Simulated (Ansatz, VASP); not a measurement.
**Two plane-wave programs on C**

The input INCAR:

```
PREC = Accurate
ENCUT = 520
EDIFF = 1E-6
ISMEAR = 0
SIGMA = 0.15
LREAL = F
LASPH = T
NELM = 100
ALGO = Normal
ISIF = 2
LWAVE = F
LCHARG = T
GGA = PE
LELF = T
LVHAR = T
NBANDS = 16
```

KPOINTS

```
Automatic mesh
0
Gamma
  18 18 6
```

File POSCAR:

```
C
1.0
    2.5817097596      0.0000000000      0.0000000000
   -1.2908548798      2.1360716891      0.0000000000
    0.0000000000      0.0000000000      8.5653080463
C
4
Direct
    0.0000000000      0.0000000000      0.0025000000
    0.0000000000      0.0000000000      0.5025000000
    0.3333333333      0.6666666667      0.0025000000
    0.6666666667      0.3333333333      0.5025000000
```

Input for Ansatz:

```yaml
crystal:
  lattice:
    - [2.5817097596, 0.0, 0.0]
    - [-1.2908548798, 2.1360716891, 0.0]
    - [0.0, 0.0, 8.5653080463]
  atoms:
    - { symbol: C, position: [0.0, 0.0, 0.0025] }
    - { symbol: C, position: [0.0, 0.0, 0.5025] }
    - { symbol: C, position: [0.3333333333, 0.6666666667, 0.0025] }
    - { symbol: C, position: [0.6666666667, 0.3333333333, 0.5025] }
basis:
  ecutwfc: 520.0
kpoints:
  mp_grid: { grid: [18, 18, 6] }
hamiltonian:
  xc: pbe
  pseudopotentials: { kind: paw, azcp: { folder: soft_1 } }
scf:
  occupations: { method: gaussian, width: 0.15 }
output:
  forces: true
  stress: true
  eigenvalues: true
```

Change from the starting cell: mode 4 frozen in at +0.000 Å, normal strain along x +0.0467.

Alike in both runs: task single point; functional PBE; k mesh 18 × 18 × 6; occupations gaussian, width 0.15 eV; no spin polarisation.

|  | VASP | Ansatz |
| --- | --- | --- |
| version | VASP 6.6.1 | Ansatz 0.2.0 |
| potentials or method | VASP PAW PBE potentials, release 64 (C), cutoff 520 eV | scalar-relativistic, plane waves, PAW |
| valence electrons in the cell | 16 | 16 |

VASP gave:

```
gap on the k mesh at the Fermi level (eV)                     : 0.44
least direct gap on the mesh (eV)                             : 0.44
pressure (GPa)                                                : -12.7
traceless stress, the component that is largest in VASP (GPa) : -20.47
rms of the force components (eV/Å)                            : 0.173
```

**Question.** Which values does Ansatz return?

**Answer.** gap on the k mesh at the Fermi level (eV): 0.44; least direct gap on the mesh (eV): 0.44; pressure (GPa): -13.0; traceless stress, the component that is largest in VASP (GPa): -20.61; rms of the force components (eV/Å): 0.167.

Atom by atom the forces differ by 0.006 eV/Å (rms over components). With one functional, cell and mesh, what is left measures potentials, basis and numerics.
